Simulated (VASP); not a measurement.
The system is Rh.

```
Rh
1.0
     0.00000    1.93004    1.93004
     1.93004    0.00000    1.93004
     1.93004    1.93004    0.00000
Rh
1
Direct
  0.00000 0.00000 0.00000
```

This cell differs from its parent crystal: Ru replaced by Rh, lengths x 0.984, strained.

Base run:

| Item | Value |
| --- | --- |
| Program | VASP 6.6.1 |
| Functional | PBE |
| Potentials or basis | VASP PAW PBE potentials, release 64 (Rh_pv) |
| Cutoff | 500 eV |
| k mesh | 18 × 18 × 18 |
| Occupations | gaussian, width 0.1 eV |
| Spin | no spin polarisation |

Its results: pressure -5.6 GPa.

The run is repeated on the same cell with these changes: k mesh from 18 × 18 × 18 to 8 × 8 × 8. What comes out?

Pressure -4.8 GPa.
